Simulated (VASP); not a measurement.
# HCl in VASP: notebook

Runs on HCl. Level: PBE+D3(BJ). Tasks: single point.

Everything below comes from runs of VASP 6.6.1. Logs are shortened: lines on timing, memory, paths and dates and some standing lists are left out, and cuts for length are marked.

### 1 The cell of the first run

The cell holds a disordered packing, 24 atoms: a = 8.490 Å, b = 8.490 Å, c = 8.490 Å, α = 90.00°, β = 90.00°, γ = 90.00°.

### 2 Single point, PBE+D3(BJ)

The input, INCAR:

```
SYSTEM = HCl
PREC = Accurate ; ENCUT = 520
EDIFF = 1E-7 ; ISMEAR = -1
SIGMA = 0.02 ; LREAL = Auto
LASPH = .True. ; NELM = 60
ALGO = Normal ; ISIF = 2
LWAVE = .False. ; LCHARG = .False.
GGA = PE ; IVDW = 12
NBANDS = 66
```

The input, KPOINTS:

```
regular mesh
0
Gamma
  1 1 1
  0 0 0
```

The input, POSCAR:

```
HCl
1.0
    8.4901850000      0.0000000000      0.0000000000
    0.0000000000      8.4901850000      0.0000000000
    0.0000000000      0.0000000000      8.4901850000
Cl H
12 12
Direct
    0.5575732449      0.9981879076      1.0522149988
    0.2449298808      0.5237459490      0.3356935096
    0.1045324690      0.1980051083      0.6659925549
    0.2056610074      0.0197168848      0.2620555382
    0.7005854407      0.6796671686      0.8939970095
    0.1577704137      0.8392161066      0.9349855156
    0.8837027697      0.2174275354      1.0438170664
    0.7523157623      0.5323794476      0.3133853974
    0.7658961495      0.1461805603      0.4701193201
    0.3977651842      0.3700272727      0.9796017401
   -0.0091399657      0.7711728307      0.5629323743
    0.4029005257      0.8363068649      0.5773019080
    0.4374580766      0.9816865004      1.1337797704
    0.1526350721      0.4563033668      0.2293118466
   -0.0119196460      0.1731293252      0.5740157606
    0.2345885278     -0.0639208686      0.3896263745
    0.7455667927      0.5335219433      0.8701459391
    0.2597941034      0.7825977879      0.8361890819
    0.9454564300      0.2120448494      0.9057988725
    0.6234375340      0.5106366940      0.2272388646
    0.7361794825      0.2870255477      0.4335830138
    0.4410033468      0.2234933632      0.9899666497
    0.0297520019      0.6863101334      0.4480821089
    0.5146648748      0.9117351389      0.6378895160
```

Potentials or basis: VASP PAW PBE potentials, release 64 (Cl, H).

Command:

```
cat potpaw_PBE.64/Cl/POTCAR potpaw_PBE.64/H/POTCAR > POTCAR
mpirun -np 1 vasp_gam > vasp.out
```

OUTCAR:

```text
SYSTEM = HCl
   PREC = Accurate
   ENCUT = 520
   EDIFF = 1E-7
   ISMEAR = -1
   LREAL = Auto
   LASPH = .True.
   NELM = 60
   ISIF = 2
   GGA = PE
   IVDW = 12
 IVDW          = 12

 ion  position               nearest neighbor table
   1  0.558  0.998  0.052-  13 1.24
   2  0.245  0.524  0.336-  14 1.33
   3  0.105  0.198  0.666-  15 1.28
   4  0.206  0.020  0.262-  16 1.32
   5  0.701  0.680  0.894-  17 1.31
   6  0.158  0.839  0.935-  18 1.30
[... 16 lines left out ...]
  23  0.030  0.686  0.448-  11 1.26
  24  0.515  0.912  0.638-  12 1.26

  LATTYP: Found a simple cubic cell.
 ALAT       =     8.4901850000

  Lattice vectors:

 A1 = (   8.4901850000,   0.0000000000,   0.0000000000)
 A2 = (   0.0000000000,   8.4901850000,   0.0000000000)
 A3 = (   0.0000000000,   0.0000000000,   8.4901850000)

Analysis of symmetry for initial positions (statically):
=====================================================================
 Subroutine PRICEL returns:
 Original cell was already a primitive cell.

 Routine SETGRP: Setting up the symmetry group for a
 simple cubic supercell.

 Subroutine GETGRP returns: Found  1 space group operations
 (whereof  1 operations were pure point group operations)
 out of a pool of 48 trial point group operations.

The static configuration has the point symmetry C_1 .

Analysis of symmetry for dynamics (positions and initial velocities):
=====================================================================
 Subroutine PRICEL returns:
 Original cell was already a primitive cell.

 Routine SETGRP: Setting up the symmetry group for a
 simple cubic supercell.

 Subroutine GETGRP returns: Found  1 space group operations
 (whereof  1 operations were pure point group operations)
 out of a pool of 48 trial point group operations.

The dynamic configuration has the point symmetry C_1 .

 Subroutine INISYM returns: Found  1 space group operations
 (whereof  1 operations are pure point group operations),
 and found     1 'primitive' translations

----------------------------------------------------------------------------------------

                                     Primitive cell

  volume of cell :     612.0001

  direct lattice vectors                    reciprocal lattice vectors
     8.490185000  0.000000000  0.000000000     0.117783064  0.000000000  0.000000000
     0.000000000  8.490185000  0.000000000     0.000000000  0.117783064  0.000000000
     0.000000000  0.000000000  8.490185000     0.000000000  0.000000000  0.117783064

  length of vectors
     8.490185000  8.490185000  8.490185000     0.117783064  0.117783064  0.117783064

  position of ions in fractional coordinates (direct lattice)
     0.557573245  0.998187908  0.052214999
     0.244929881  0.523745949  0.335693510
     0.104532469  0.198005108  0.665992555
     0.205661007  0.019716885  0.262055538
     0.700585441  0.679667169  0.893997009
     0.157770414  0.839216107  0.934985516
[... 16 lines left out ...]
     0.029752002  0.686310133  0.448082109
     0.514664875  0.911735139  0.637889516

  ion indices of the primitive-cell ions
   primitive index   ion index
                 1           1
                 2           2
                 3           3
                 4           4
                 5           5
                 6           6
[... 16 lines left out ...]
                23          23
                24          24

----------------------------------------------------------------------------------------

 KPOINTS: regular mesh

Automatic generation of k-mesh.
 Grid dimensions read from file:
 generate k-points for:    1    1    1

 Generating k-lattice:

  Cartesian coordinates                     Fractional coordinates (reciprocal lattice)
     0.117783064  0.000000000  0.000000000     1.000000000  0.000000000  0.000000000
     0.000000000  0.117783064  0.000000000     0.000000000  1.000000000  0.000000000
     0.000000000  0.000000000  0.117783064     0.000000000  0.000000000  1.000000000

  Length of vectors
     0.117783064  0.117783064  0.117783064

  Shift w.r.t. Gamma in fractional coordinates (k-lattice)
     0.000000000  0.000000000  0.000000000

 Subroutine IBZKPT returns following result:
 ===========================================

 Found      1 irreducible k-points:

 Following reciprocal coordinates:
            Coordinates               Weight
  0.000000  0.000000  0.000000      1.000000
   k-points           NKPTS =      1   k-points in BZ     NKDIM =      1   number of bands    NBANDS=     66
   number of dos      NEDOS =    301   number of ions     NIONS =     24
   total plane-waves  NPLWV = 262144
   dimension x,y,z NGX =    64 NGY =   64 NGZ =   64
   dimension x,y,z NGXF=   128 NGYF=  128 NGZF=  128
   ions per type =              12  12
   NGX,Y,Z   is equivalent  to a cutoff of  12.53, 12.53, 12.53 a.u.
   NGXF,Y,Z  is equivalent  to a cutoff of  25.06, 25.06, 25.06 a.u.
 SYSTEM =  HCl
   PREC   = accura    normal or accurate (medium, high low for compatibility)
   ISTART =      0    job   : 0-new  1-cont  2-samecut
   ICHARG =      2    charge: 1-file 2-atom 10-const
   ISPIN  =      1    spin polarized calculation?
   LNONCOLLINEAR =      F non collinear calculations
   LSORBIT =      F    spin-orbit coupling
   LASPH  =      T    aspherical Exc in radial PAW
   ENCUT  =  520.0 eV  38.22 Ry    6.18 a.u.  15.79 15.79 15.79*2*pi/ulx,y,z
   NELM   =     60;   NELMIN=  2; NELMDL= -5     # of ELM steps
   EDIFF  = 0.1E-06   stopping-criterion for ELM
   LREAL  =      T    real-space projection
   EDIFFG = 0.1E-05   stopping-criterion for IOM
   NSW    =      0    number of steps for IOM
   IBRION =     -1    ionic relax: 0-MD 1-quasi-New 2-CG
   NFREE  =      0    steps in history (QN), initial steepest desc. (CG)
   ISIF   =      2    stress and relaxation
   ISYM   =      2    0-nonsym 1-usesym 2-fastsym
   POTIM  = 0.5000    time-step for ionic-motion
   TEBEG  =    0.0;   TEEND  =   0.0 temperature during run
   PSTRESS=    0.0 pullay stress
   NELECT =      96.0000    total number of electrons
   NUPDOWN=      -1.0000    fix difference up-down
   EMIN   =  10.00;   EMAX   =-10.00  energy-range for DOS
   EFERMI =   0.00;   METHOD = LEGACY
   ISMEAR =    -1;   SIGMA  =   0.02  broadening in eV -4-tet -1-fermi 0-gaus
   EFERMI_NEDOS =   21; number of points for ismear=-14 and -15
   IALGO  =     38    algorithm
   IMIX   =      4    mixing-type and parameters
     AMIX     =   0.40;   BMIX     =  1.00
     AMIX_MAG =   1.60;   BMIX_MAG =  1.00
  volume/ion in A,a.u.               =      25.50       172.08
  Fermi-wavevector in a.u.,A,eV,Ry     =   0.882907  1.668452 10.606068  0.779524
  Thomas-Fermi vector in A             =   2.003601
   LORBIT       =      0    0 simple, 1 ext, 2 COOP (PROOUT), +10 PAW based schemes
   GGA     = PE    functional components
   LHFCALC =     F    Hartree Fock is set to
   AEXX    =    0.0000 exact exchange contribution
   IVDW    =    12    specifies the selected vdW correction
   LEPSILON=     F    determine dielectric tensor
   LRPA    =     F    only Hartree local field effects (RPA)
 non-spin polarized calculation
  energy-cutoff  :      520.00
  volume of cell :      612.00
 maximum number of plane-waves:      8260
 NGX is ok and might be reduce to    64
   NGX = 31   NGY = 31   NGZ = 31

 number of electron      96.0000000 magnetization

 Free energy of the ion-electron system (eV)
  ---------------------------------------------------
  ext. energy  EPLUGINS =         0.00000000
  ---------------------------------------------------
  free energy    TOTEN  =       -73.61899871 eV

  energy without entropy =      -73.61899871  energy(sigma->0) =      -73.61899871

 E-fermi :  -2.8047     XC(G=0):  -6.0774

 val. band max:       -3.3193061287   @ k =   0.0000   0.0000   0.0000
 cond. band min:       1.7060468554   @ k =   0.0000   0.0000   0.0000
 fundamental gap:      5.0253529841
 Fermi energy:        -2.8047192040

 k-point     1 :       0.0000    0.0000    0.0000
  band No.  band energies     occupation
      1     -17.9998      2.00000
      2     -17.9427      2.00000
      3     -17.7218      2.00000
      4     -17.5371      2.00000
      5     -17.4281      2.00000
      6     -17.2652      2.00000
[... 52 lines left out ...]
     59       4.1172      0.00000
     60       4.3678      0.00000
 [bands above 60 left out]

------------------------ aborting loop because EDIFF is reached ----------------------------------------

 Edisp (eV)   -1.48454

 E8    (eV) :    -0.4432

  FORCE on cell =-STRESS in cart. coord.  units (eV):
  Direction    XX          YY          ZZ          XY          YZ          ZX
  --------------------------------------------------------------------------------------
  -------------------------------------------------------------------------------------
  Total       2.90735     2.02802     2.82963     0.39198     0.82952    -1.43303
  in kB       7.61125     5.30922     7.40779     1.02618     2.17164    -3.75158
  external pressure =        6.78 kB  Pullay stress =        0.00 kB

 VOLUME and BASIS-vectors are now :
 -----------------------------------------------------------------------------
  energy-cutoff  :      520.00
  volume of cell :      612.00
      direct lattice vectors                 reciprocal lattice vectors
     8.490185000  0.000000000  0.000000000     0.117783064  0.000000000  0.000000000
     0.000000000  8.490185000  0.000000000     0.000000000  0.117783064  0.000000000
     0.000000000  0.000000000  8.490185000     0.000000000  0.000000000  0.117783064

 POSITION                                       TOTAL-FORCE (eV/Angst)
 -----------------------------------------------------------------------------------
      4.73390      8.47480      0.44331         1.608819      0.278690     -1.048227
      2.07950      4.44670      2.85010        -0.663697     -0.429210     -0.618397
      0.88750      1.68110      5.65440         0.776927      0.252703      0.695971
      1.74610      0.16740      2.22490        -0.025567     -0.179156      0.670385
      5.94810      5.77050      7.59020         0.225630     -0.791142     -0.098048
      1.33950      7.12510      7.93820         0.182259     -0.288274     -0.198321
[... 16 lines left out ...]
      0.25260      5.82690      3.80430         0.361350     -0.630436     -0.880610
      4.36960      7.74080      5.41580         0.833895      0.601283      0.373263
 -----------------------------------------------------------------------------------
    total drift:                               -0.000142     -0.003290      0.003445

  FREE ENERGIE OF THE ION-ELECTRON SYSTEM (eV)
  ---------------------------------------------------
  free  energy   TOTEN  =       -75.1035371555 eV

  energy  without entropy=      -75.1035371555  energy(sigma->0) =      -75.10353716
```

It took 71 s on 1 thread of Intel Xeon Platinum 8488C (Sapphire Rapids), shared host; peak memory 0.53 GiB.

What came out:

- Free energy: -75.1035 eV
- Pressure: 0.7 GPa
- Largest force: 2.080 eV/Å
- Dispersion energy per atom: -0.062 eV

Forces on the atoms (eV/Å):
```
Cl   1.609  0.279 -1.048
Cl  -0.664 -0.429 -0.618
Cl   0.777  0.253  0.696
Cl  -0.026 -0.179  0.670
Cl   0.226 -0.791 -0.098
Cl   0.182 -0.288 -0.198
Cl  -0.040  0.147  0.232
Cl  -0.987 -0.135 -0.465
Cl  -0.060 -1.366  0.191
Cl  -0.053  0.159 -0.097
Cl  -0.396  0.609  0.853
Cl  -0.658 -0.751 -0.258
H   -1.743 -0.310  1.093
H    0.638  0.392  0.609
H   -0.575 -0.103 -0.450
H   -0.060  0.495 -0.473
H   -0.192  0.687  0.080
H   -0.225  0.141  0.065
H    0.304 -0.042 -0.402
H    0.820  0.122  0.432
H   -0.200  1.243 -0.344
H    0.127 -0.103  0.037
H    0.361 -0.630 -0.881
H    0.834  0.601  0.373
```

Caveat: the k points lie up to 0.74 Å⁻¹ apart; the atoms stand as in a frame of molecular dynamics.

### 3 Single point, PBE+D3(BJ)

The input, INCAR:

```
ALGO = Normal
EDIFF = 1E-7
ENCUT = 520
GGA = PE
ISIF = 2
ISMEAR = -1
IVDW = 12
LASPH = T
LCHARG = F
LREAL = Auto
LWAVE = F
NBANDS = 66
NELM = 60
PREC = Accurate
SIGMA = 0.02
```

The input, KPOINTS:

```
k-points
0
Gamma
  1 1 1
```

The input, POSCAR:

```
HCl
1.0
    8.4901850000      0.0000000000      0.0000000000
    0.0000000000      8.4901850000      0.0000000000
    0.0000000000      0.0000000000      8.4901850000
Cl H
12 12
Direct
    0.5723550194      0.9928641131      1.0963600911
    0.2293825164      0.5094235285      0.3452103812
    0.0960049752      0.1897485155      0.6689253532
    0.2205370083      0.0603991550      0.2787689550
    0.6936951315      0.6649207291      0.9090379067
    0.1389486802      0.8617480067      0.9166113577
    0.9049154995      0.2110790283      1.0482103747
    0.7568975234      0.5249120013      0.3019486619
    0.7253787756      0.1311867763      0.4752664400
    0.4224407360      0.3852212879      0.9570109485
   -0.0205295880      0.7576042218      0.5525203514
    0.4109215524      0.8266015405      0.5491399775
    0.4138896856      0.9938063776      1.1295866933
    0.3323013574      0.4816738387      0.2290056106
   -0.0441450922      0.1503147458      0.6062058718
    0.3144572233     -0.0015076232      0.3916875781
    0.8026680220      0.5570196645      0.8987201103
    0.1487953443      0.8817357926      0.7655781352
    0.9881999038      0.1714214708      0.9281187630
    0.6711632314      0.5346526607      0.1694309370
    0.7350369868      0.2694287580      0.4125705152
    0.4769978510      0.2560721586      1.0253133471
    0.0280912607      0.7340711657      0.4144668226
    0.4798482012      0.9533596736      0.5838388681
```

Potentials or basis: VASP PAW PBE potentials, release 64 (Cl, H).

Command:

```
cat potpaw_PBE.64/Cl/POTCAR potpaw_PBE.64/H/POTCAR > POTCAR
mpirun -np 1 vasp_gam > vasp.out
```

Run time: 67 s. Hardware: 1 thread of Intel Xeon Platinum 8488C (Sapphire Rapids), shared host; peak memory 0.52 GiB.

Results (log left out):

```yaml
Free_energy: -75.1755 eV
Pressure: -0.3 GPa
Largest_force: 1.480 eV/Å
Dispersion_energy_per_atom: -0.062 eV
```

Forces in eV/Å, atoms in the order of the input:
```
Cl  -1.467  0.161  0.119
Cl   0.846 -0.234 -0.794
Cl  -0.855 -0.121 -0.343
Cl   0.534 -0.327  0.635
Cl   0.554 -0.236 -0.077
Cl   0.084 -0.091  0.007
Cl  -0.144  0.211  0.256
Cl  -0.715 -0.012 -0.825
Cl   0.098 -0.302  0.219
Cl   0.095 -0.648  0.482
Cl  -0.472  0.143  0.922
Cl  -0.327 -0.721 -0.185
H    1.288 -0.023 -0.158
H   -0.835  0.182  0.692
H    0.850  0.269  0.284
H   -0.781  0.242 -0.784
H   -0.319  0.284 -0.029
H    0.011 -0.059  0.146
H    0.199 -0.074 -0.312
H    0.655 -0.033  0.835
H   -0.056  0.363 -0.174
H   -0.160  0.362 -0.339
H    0.346 -0.110 -0.933
H    0.570  0.775  0.354
```

Stress tensor (GPa, compression positive):
```
-0.83  0.45 -0.32
 0.45  0.10  0.32
-0.32  0.32 -0.18
```

Levels at points of the mesh, in eV from the Fermi level:
```csv
k point,band 46,band 47,band 48,band 49,band 50,band 51
"(0.00, 0.00, 0.00)",-0.60,-0.56,-0.49,4.78,5.84,6.01
```

Caveat: the k points lie up to 0.74 Å⁻¹ apart; the atoms stand as in a frame of molecular dynamics.

### 4 Single point, PBE+D3(BJ)

The input, INCAR:

```
SYSTEM = HCl
PREC     = Accurate       ! precision mode
ENCUT    = 520            ! plane-wave cutoff, eV
EDIFF    = 1E-6           ! SCF threshold, eV
ISMEAR   = -1             ! smearing method
SIGMA    = 0.02           ! smearing width, eV
LREAL    = Auto         
LASPH    = .TRUE.         ! aspherical terms in the spheres
NELM     = 100            ! most SCF steps
ALGO     = Normal         ! electronic algorithm
ISIF     = 2              ! what is computed and relaxed
LWAVE    = .FALSE.        ! write WAVECAR
LCHARG   = .TRUE.         ! write CHGCAR
GGA      = PE             ! functional
IVDW     = 12             ! dispersion correction
LELF     = .TRUE.         ! ELF
LVHAR    = .TRUE.       
NBANDS   = 66             ! bands
```

The input, KPOINTS:

```
Automatic mesh
0
G
  1 1 1
  0 0 0
```

The input, POSCAR:

```
HCl
1.0
    8.4901850000      0.0000000000      0.0000000000
    0.0000000000      8.4901850000      0.0000000000
    0.0000000000      0.0000000000      8.4901850000
Cl H
12 12
Direct
    0.5691984332      1.0019451873      1.1215892233
    0.2280869027      0.4928985646      0.3433494088
    0.0892088924      0.1971570702      0.6718581515
    0.2176631016      0.0971592492      0.2937274041
    0.7209736890      0.6579244151      0.9149506165
    0.1322586021      0.8663415462      0.9121473796
    0.9325945194      0.2227631082      1.0454189161
    0.7364032704      0.5032163610      0.2926202433
    0.6958152266      0.1282893129      0.4847126417
    0.4378232041      0.3704866266      0.9512160218
   -0.0458176117      0.7507374692      0.5375383457
    0.4335241223      0.8172024520      0.5354771421
    0.4271049453      1.0267031873      1.1798918398
    0.3515471100      0.4852897787      0.2475446648
   -0.0362182921      0.2116090521      0.5729792696
    0.2892516476      0.0276907983      0.4057862108
    0.8019731019      0.5673021259      0.8239514216
    0.0696333472      0.8773189277      0.7728689069
    1.0104373462      0.1682413281      0.9261753425
    0.7802067917      0.5486806236      0.1554029741
    0.6575475093      0.2243414013      0.3642323459
    0.4894239643      0.2277453318      0.9798490846
    0.0433795023      0.8486034168      0.4705668958
    0.5194233106      0.9367522616      0.5567369851
```

Command:

```
cat potpaw_PBE.64/Cl/POTCAR potpaw_PBE.64/H/POTCAR > POTCAR
mpirun -np 1 vasp_gam > vasp.out
```

Wall time 73 s (1 thread of Intel Xeon Platinum 8488C (Sapphire Rapids), shared host); peak memory 0.52 GiB.

The run converged. Its results:

```
Free energy                : -75.0496 eV
Pressure                   : 0.1 GPa
Largest force              : 1.614 eV/Å
Dispersion energy per atom : -0.062 eV
```

Forces in eV/Å, atoms in the order of the input:
```
Cl  -0.215  0.033 -0.152
Cl   0.884  0.183 -0.596
Cl  -1.092  0.254 -1.162
Cl  -0.418  0.099 -0.526
Cl   0.149  0.151 -0.187
Cl   0.036 -0.051 -0.066
Cl  -0.135  0.135  0.165
Cl  -0.238 -0.241  0.598
Cl  -0.037  0.953 -0.730
Cl  -0.016 -0.403  0.002
Cl  -0.524 -0.403  0.456
Cl  -0.726 -0.804 -0.097
H    0.190 -0.088 -0.143
H   -0.828 -0.002  0.551
H    1.118 -0.182  0.982
H    0.360 -0.430  0.594
H   -0.025 -0.003  0.105
H    0.072 -0.143  0.193
H   -0.050 -0.009 -0.021
H    0.048  0.093 -0.510
H    0.359 -0.719  0.904
H   -0.063  0.289  0.027
H    0.550  0.558 -0.495
H    0.599  0.733  0.108
```

Stress tensor (GPa, compression positive):
```
-0.16  0.55 -0.29
 0.55  0.39  0.14
-0.29  0.14  0.21
```

Levels at points of the mesh, in eV from the Fermi level:
```tsv
k point	band 46	band 47	band 48	band 49	band 50	band 51
(0.00, 0.00, 0.00)	-0.55	-0.54	-0.48	4.64	5.55	5.72
```

Caveat: the k points lie up to 0.74 Å⁻¹ apart; the atoms stand as in a frame of molecular dynamics.

### 5 Overview

| cell | pressure (GPa) | largest force (eV/Å) |
| --- | --- | --- |
| as given, atomic positions A | 0.7 | 2.08 |
| as given, atomic positions B | -0.3 | 1.48 |
| as given, atomic positions C | 0.1 | 1.61 |

Alike in all rows: task single point; level PBE+D3(BJ); potentials or basis VASP PAW PBE potentials, release 64 (Cl, H); no spin polarisation; k mesh 1 × 1 × 1; cutoff (eV) 520; smearing fermi-dirac 0.02 eV.

Caveats: all runs use coarse meshes; the atoms stand as in a frame of molecular dynamics.

Absolute energies hang on the potentials; compare differences alone.
